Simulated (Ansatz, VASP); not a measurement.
**C: VASP beside Ansatz**

```
CELL_PARAMETERS angstrom
-0.00706 1.73220 1.73220
1.73220 -0.00706 1.73220
1.73220 1.73220 -0.00706
ATOMIC_POSITIONS crystal
C 0.99990 0.99990 0.99990
C 0.25010 0.25010 0.25010
```

Change from the starting cell: strained cell.

Alike in both runs: functional LDA; k mesh 9 × 9 × 9; occupations gaussian, width 0.02 eV; no spin polarisation.

Ansatz relaxed the structure, and its values are those at the end. VASP's run is a single point on that final structure, the one shown.

```csv
,VASP,Ansatz
version,VASP 6.6.1,Ansatz 0.2.0
potentials or method,"VASP PAW LDA potentials, release 64 (C), cutoff 600 eV","scalar-relativistic, plane waves, PAW"
valence electrons in the cell,8,8
```

VASP gave:

- gap on the k mesh at the Fermi level (eV): 4.30
- least direct gap on the mesh (eV): 5.69
- pressure (GPa): 27.6

Problem. Estimate Ansatz's values.

Solution. gap on the k mesh at the Fermi level (eV): 4.31; least direct gap on the mesh (eV): 5.69; pressure (GPa): 26.4.

Ansatz warns that its potentials were made for another functional, while VASP's fit it. LDA's correlation is that of Perdew and Zunger in VASP and of Perdew and Wang (1992) in Ansatz. Ansatz's warnings: stress scf threshold loose.
